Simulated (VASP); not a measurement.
Wanted: the native input for a VASP 6.6.1 run.

```yaml
Task: relaxation of cell and atoms
Functional: LDA
Potentials_or_basis: VASP PAW LDA potentials, release 64 (Pb_d, Te)
Cutoff: 500 eV
k_mesh: 10 × 10 × 10
Occupations: gaussian, width 0.02 eV
Spin: no spin polarisation
Dipole_correction: no
Further_INCAR_settings: ALGO = Normal; EDIFF = 1e-07; IBRION = 2; EDIFFG = -0.002; NSW = 100; ISIF = 3
```

The structure of TePb (l.bB) lies in POSCAR:

```
TePb
1.0
    0.0000000000      3.1904425242      3.1904425242
    3.1904425242      0.0000000000      3.1904425242
    3.1904425242      3.1904425242      0.0000000000
Pb Te
1 1
Direct
    0.0000000000      0.0000000000      0.0000000000
    0.5000000000      0.5000000000      0.5000000000
```

One way to write it, as run:

INCAR

```
SYSTEM = TePb
  PREC = Accurate
  ENCUT = 500
  EDIFF = 1E-7
  ISMEAR = 0
  SIGMA = 0.02
  LREAL = .False.
  LASPH = .True.
  NELM = 120
  ALGO = Normal
  ISIF = 3
  LWAVE = .False.
  LCHARG = .False.
  GGA = CA
  IBRION = 2
  NSW = 100
  EDIFFG = -0.002
  GGA_COMPAT = .False.
  NELMIN = 4
```

KPOINTS

```
regular mesh
0
Gamma
  10 10 10
  0 0 0
```

Potentials or basis: VASP PAW LDA potentials, release 64 (Pb_d, Te).

Command:

```bash
$ cat potpaw_LDA.64/Pb_d/POTCAR potpaw_LDA.64/Te/POTCAR > POTCAR
$ mpirun -np 1 vasp_std > vasp.out
```

Results of the run:

* Relaxed volume: 32.51 Å³/atom
* Relaxed cell: a = 4.514 Å, b = 4.514 Å, c = 4.514 Å, α = 60.00°, β = 60.00°, γ = 60.00°
* Space group after relaxing (to 0.05 Å): Fm-3m (No. 225)
* Energy gained by relaxing: 0.0 meV/atom
* Ionic steps: 4
* Pressure after relaxing: 0.0 GPa
* Band gap on the k mesh: 0.56 eV, direct

Caveat: spin-orbit coupling is left out, which moves the levels of the heavy elements.

It took 80 s on 1 thread of AMD EPYC 7R13 (shared host), peak memory 0.2 GiB.
